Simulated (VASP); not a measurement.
# ZnS (Fm-3m) in VASP: notebook, part 2 of 2

VASP 6.6.1. The steps go on from the part before.

## 3. Single point, PBE (volume scaled by 1.040)

The input, INCAR:

```
ALGO = Normal ; EDIFF = 1E-6
ENCUT = 520 ; GGA = PE
ISIF = 2 ; ISMEAR = 0
LASPH = T ; LCHARG = T
LELF = T ; LREAL = F
LVHAR = T ; LWAVE = F
NBANDS = 16 ; NELM = 100
PREC = Accurate ; SIGMA = 0.05
```

The input, KPOINTS:

```
k-points
0
Gamma
  12 12 12
```

The input, POSCAR:

```
ZnS
1.0
    0.0000000000      2.5854416189      2.5854416189
    2.5854416189      0.0000000000      2.5854416189
    2.5854416189      2.5854416189      0.0000000000
S Zn
1 1
Direct
    0.0000000000      0.0000000000      0.0000000000
    0.5000000000      0.5000000000      0.5000000000
```

Potentials or basis: VASP PAW PBE potentials, release 64 (S, Zn).

Run with:

```
$ cat potpaw_PBE.64/S/POTCAR potpaw_PBE.64/Zn/POTCAR > POTCAR
$ mpirun -np 1 vasp_std > vasp.out
```

OUTCAR:

```text
EDIFF = 1E-6
   ENCUT = 520
   GGA = PE
   ISIF = 2
   ISMEAR = 0
   LASPH = T
   LREAL = F
   NELM = 100
   PREC = Accurate

 ion  position               nearest neighbor table
   1  0.000  0.000  0.000-   2 2.59   2 2.59   2 2.59   2 2.59   2 2.59   2 2.59
   2  0.500  0.500  0.500-   1 2.59   1 2.59   1 2.59   1 2.59   1 2.59   1 2.59

  LATTYP: Found a face centered cubic cell.
 ALAT       =     5.1708832378

  Lattice vectors:

 A1 = (   0.0000000000,   2.5854416189,   2.5854416189)
 A2 = (   2.5854416189,   0.0000000000,   2.5854416189)
 A3 = (   2.5854416189,   2.5854416189,   0.0000000000)

Analysis of symmetry for initial positions (statically):
=====================================================================
 Subroutine PRICEL returns:
 Original cell was already a primitive cell.

 Routine SETGRP: Setting up the symmetry group for a
 face centered cubic supercell.

 Subroutine GETGRP returns: Found 48 space group operations
 (whereof 48 operations were pure point group operations)
 out of a pool of 48 trial point group operations.

The static configuration has the point symmetry O_h .

Analysis of symmetry for dynamics (positions and initial velocities):
=====================================================================
 Subroutine PRICEL returns:
 Original cell was already a primitive cell.

 Routine SETGRP: Setting up the symmetry group for a
 face centered cubic supercell.

 Subroutine GETGRP returns: Found 48 space group operations
 (whereof 48 operations were pure point group operations)
 out of a pool of 48 trial point group operations.

The dynamic configuration has the point symmetry O_h .

 Subroutine INISYM returns: Found 48 space group operations
 (whereof 48 operations are pure point group operations),
 and found     1 'primitive' translations

----------------------------------------------------------------------------------------

[... 110 lines left out ...]
   IMIX   =      4    mixing-type and parameters
     AMIX     =   0.40;   BMIX     =  1.00
     AMIX_MAG =   1.60;   BMIX_MAG =  1.00
  volume/ion in A,a.u.               =      17.28       116.63
  Fermi-wavevector in a.u.,A,eV,Ry     =   1.317107  2.488971 23.602977  1.734770
  Thomas-Fermi vector in A             =   2.447171
   LORBIT       =      0    0 simple, 1 ext, 2 COOP (PROOUT), +10 PAW based schemes
   GGA     = PE    functional components
   LHFCALC =     F    Hartree Fock is set to
   AEXX    =    0.0000 exact exchange contribution
   IVDW    =     0    specifies the selected vdW correction
   LEPSILON=     F    determine dielectric tensor
   LRPA    =     F    only Hartree local field effects (RPA)
 non-spin polarized calculation
 Gauss-broadening in eV      SIGMA  =   0.05
  energy-cutoff  :      520.00
  volume of cell :       34.56
 maximum number of plane-waves:       950
   NGX = 13   NGY = 13   NGZ = 13

 number of electron      17.9999988 magnetization

 Free energy of the ion-electron system (eV)
  ---------------------------------------------------
  ext. energy  EPLUGINS =         0.00000000
  ---------------------------------------------------
  free energy    TOTEN  =        -6.20276567 eV

  energy without entropy =       -6.20242365  energy(sigma->0) =       -6.20259466

 E-fermi :   3.4328     XC(G=0): -10.5945

 val. band max:        3.3959907876   @ k =  -0.1667   0.1667   0.0000
 cond. band min:       3.4721098767   @ k =   0.4167   0.4167   0.0000
 fundamental gap:      0.0761190891
 Fermi energy:         3.4327968153

 k-point     1 :       0.0000    0.0000    0.0000
  band No.  band energies     occupation
      1     -10.0576      2.00000
      2      -2.7859      2.00000
      3      -2.7859      2.00000
      4      -2.7728      2.00000
      5      -2.7728      2.00000
      6      -2.7728      2.00000
[... 433 lines left out ...]
      3      -3.0335      2.00000
      4      -2.9631      2.00000
      5      -2.6322      2.00000
      6      -2.6170      2.00000
[... 8 lines left out ...]
     15      16.5570      0.00000
     16      17.7316      0.00000

 [... further k-points ...]

------------------------ aborting loop because EDIFF is reached ----------------------------------------

  FORCE on cell =-STRESS in cart. coord.  units (eV):
  Direction    XX          YY          ZZ          XY          YZ          ZX
  --------------------------------------------------------------------------------------
  -------------------------------------------------------------------------------------
  Total       -0.6515935     -0.6515935     -0.6515935      0.0000000      0.0000000     -0.0000000
  in kB      -30.2032114    -30.2032114    -30.2032114      0.0000000      0.0000000     -0.0000000
  external PRESSURE =     -30.2032114 kB  Pullay stress =       0.0000000 kB

 VOLUME and BASIS-vectors are now :
 -----------------------------------------------------------------------------
  energy-cutoff  :      520.00
  volume of cell :       34.56
      direct lattice vectors                 reciprocal lattice vectors
     0.000000000  2.585441619  2.585441619    -0.193390559  0.193390559  0.193390559
     2.585441619  0.000000000  2.585441619     0.193390559 -0.193390559  0.193390559
     2.585441619  2.585441619  0.000000000     0.193390559  0.193390559 -0.193390559

 POSITION                                       TOTAL-FORCE (eV/Angst)
 -----------------------------------------------------------------------------------
      0.00000      0.00000      0.00000         0.000000     -0.000000     -0.000000
      2.58544      2.58544      2.58544        -0.000000      0.000000      0.000000
 -----------------------------------------------------------------------------------
    total drift:                                0.000000      0.000000      0.000000

  FREE ENERGIE OF THE ION-ELECTRON SYSTEM (eV)
  ---------------------------------------------------
  free  energy   TOTEN  =        -6.2027656735 eV

  energy  without entropy=       -6.2024236460  energy(sigma->0) =       -6.20259466
```

OSZICAR:

```text
N       E                     dE             d eps       ncg     rms          rms(c)
DAV:   1     0.782612344358E+02    0.78261E+02   -0.85468E+03  2312   0.136E+03
DAV:   2    -0.220942089520E+01   -0.80471E+02   -0.75344E+02  2680   0.256E+02
DAV:   3    -0.665878486647E+01   -0.44494E+01   -0.44275E+01  2864   0.560E+01
DAV:   4    -0.669578500662E+01   -0.37000E-01   -0.36992E-01  2840   0.530E+00
DAV:   5    -0.669612169618E+01   -0.33669E-03   -0.33668E-03  2840   0.500E-01    0.636E+00
DAV:   6    -0.623456579214E+01    0.46156E+00   -0.79499E-01  3304   0.277E+01    0.498E+00
DAV:   7    -0.620580629417E+01    0.28759E-01   -0.17668E-01  2768   0.397E+00    0.257E+00
DAV:   8    -0.620287673676E+01    0.29296E-02   -0.54924E-03  3104   0.909E-01    0.595E-01
DAV:   9    -0.620271051870E+01    0.16622E-03   -0.13464E-03  2872   0.305E-01    0.654E-02
DAV:  10    -0.620276244110E+01   -0.51922E-04   -0.89730E-05  2872   0.782E-02    0.256E-02
DAV:  11    -0.620276591194E+01   -0.34708E-05   -0.61966E-06  3200   0.348E-02    0.684E-03
DAV:  12    -0.620276567355E+01    0.23839E-06   -0.90326E-07  1952   0.104E-02
   1 F= -.62027657E+01 E0= -.62025947E+01  d E =-.342028E-03
```

Run time: 38 s. Hardware: 1 thread of Intel Xeon Platinum 8259CL at 2.50GHz (Skylake/Cascade Lake), shared host; peak memory 0.18 GiB.

What came out:

```yaml
Free_energy: -6.2028 eV
Pressure: -3.0 GPa
Band_gap_on_the_k_mesh: zero (band 9 reaches 3.40 eV, above the bottom of band 10 at 3.10 eV)
```
